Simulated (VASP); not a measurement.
SiC, 4 atoms in the cell. The typed cell holds 4 atoms: a = 5.611 Å, b = 5.611 Å, c = 5.611 Å, α = 31.89°, β = 31.89°, γ = 31.89°. 

```yaml
Program: VASP 6.6.1
Task: single point
Functional: r2SCAN
Potentials_or_basis: VASP PAW PBE potentials, release 64 (C, Si)
Cutoff: 520 eV
k_mesh: 6 × 6 × 6
Occupations: fermi-dirac, width 0.19 eV
Spin: no spin polarisation
Dipole_correction: no
Further_INCAR_settings: ALGO = Normal; EDIFF = 1e-06; NBANDS = 16
```

Potentials or basis: VASP PAW PBE potentials, release 64 (C, Si).

The run is started by

```bash
$ cat potpaw_PBE.64/C/POTCAR potpaw_PBE.64/Si/POTCAR > POTCAR
$ cp INCAR.step1 INCAR
$ mpirun -np 1 vasp_std > vasp.out
$ cp INCAR.step2 INCAR
$ mpirun -np 1 vasp_std > vasp.out
```

Hardware: 1 thread of Intel Xeon 8259CL, with other jobs on the host.

Question: Estimate the wall time of this run.

Answer: Run time: 27 min on 1 thread of Intel Xeon 8259CL, on a shared host, peak memory 0.3 GiB. Counts: k points 112.
